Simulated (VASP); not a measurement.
# P: single point with PBE+D3(BJ)

Crystal: P.

```
P
1.0
     2.45447    0.00000    0.00000
     0.00000    2.45447    0.00000
     0.00000    0.00000    2.45458
P
1
Direct
  0.00000 0.00000 0.00000
```

This cell differs from its parent crystal: volume scaled by 1.06, then relaxed in part.

```json
{"Program": "VASP 6.6.1", "Task": "single point", "Functional": "PBE", "Dispersion": "D3(BJ)", "Potentials or basis": "VASP PAW PBE potentials, release 64 (P)", "Cutoff": "520 eV", "k mesh": "18 × 18 × 18", "Occupations": "gaussian, width 0.1 eV", "Spin": "no spin polarisation", "Dipole correction": "no", "Further INCAR settings": "ALGO = Normal; EDIFF = 1e-07; NBANDS = 8"}
```

The pressure is -6.4 GPa and the dispersion energy per atom is -0.478 eV.

Levels at points of the mesh, in eV from the Fermi level:
```
           k point  band 1  band 2  band 3  band 4  band 5  band 6
(0.00, 0.00, 0.00)  -16.26    5.01    5.01    5.01    6.90    6.91
(0.50, 0.00, 0.00)  -12.02   -8.45    7.77    7.77    9.43   14.38
(0.50, 0.50, 0.00)   -7.43   -5.12   -5.12    1.17   10.31   16.87
(0.00, 0.00, 0.50)  -12.02   -8.45    7.77    7.77    9.43   14.38
(0.50, 0.00, 0.50)   -7.43   -5.12   -5.12    1.17   10.31   16.87
(0.50, 0.50, 0.50)   -2.09   -2.09   -2.09   -1.76    4.81    4.81
```

It took 33 s on 1 thread of Intel(R) Xeon(R) Platinum 8375C CPU @ 2.90GHz (Ice Lake), with other jobs on the host, peak memory 0.17 GiB.

Caveat: pairwise dispersion overbinds metals, which lowers pressure and volume.
